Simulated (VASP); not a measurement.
Here is a VASP 6.6.1 calculation.

Contents of INCAR:

```
ALGO     = Fast           # electronic algorithm
EDIFF    = 1E-7           # SCF threshold, eV
EDIFFG   = -0.01          # ionic threshold
ENCUT    = 600            # plane-wave cutoff, eV
GGA      = PE             # functional
IBRION   = 2              # ionic algorithm
ISIF     = 3              # what is computed and relaxed
ISMEAR   = 0              # smearing method
LASPH    = T              # aspherical terms in the spheres
LCHARG   = F              # write CHGCAR
LREAL    = F              # projectors in reciprocal space
LWAVE    = F              # write WAVECAR
NELM     = 80             # most SCF steps
NSW      = 100            # ionic steps
PREC     = Accurate       # precision mode
SIGMA    = 0.1            # smearing width, eV
```

KPOINTS

```
k-points
0
Gamma
  12 12 12
```

Contents of POSCAR:

```
Ta3Cr
1.0
    0.0000000000      3.2084458077      3.2084458077
    3.2084458077      0.0000000000      3.2084458077
    3.2084458077      3.2084458077      0.0000000000
Ta Cr
3 1
Direct
    0.2500000000      0.2500000000      0.2500000000
    0.7500000000      0.7500000000      0.7500000000
    0.5000000000      0.5000000000      0.5000000000
    0.0000000000      0.0000000000      0.0000000000
```

Potentials or basis: VASP PAW PBE potentials, release 64 (Ta_pv, Cr_pv).

Launch:

```sh
$ cat potpaw_PBE.64/Ta_pv/POTCAR potpaw_PBE.64/Cr_pv/POTCAR > POTCAR
$ mpirun -np 1 vasp_std > vasp.out
```

Task: Estimate the relaxed cell.

Result: a = 4.549 Å, b = 4.549 Å, c = 4.549 Å, α = 60.00°, β = 60.00°, γ = 60.00°.

Task: Predict the space group after relaxing (to 0.1 Å).

Result: Fm-3m (No. 225).

Step by step:
| step | energy change (eV) | largest force (eV/Å) | pressure (GPa) | volume (Å³) |
| --- | --- | --- | --- | --- |
| 1 | 0.0000 | 0.0000 | 1.50 | 66.06 |
| 2 | 0.0070 | 0.0000 | -2.95 | 67.54 |
| 3 | -0.0022 | 0.0000 | -0.01 | 66.55 |

Caveat: spin-orbit coupling is left out, which moves the levels of the heavy elements; the run has no spin polarisation, though such a crystal can be magnetic. Spin polarisation is off, so any magnetic state and its effect on volume and gap are missing.
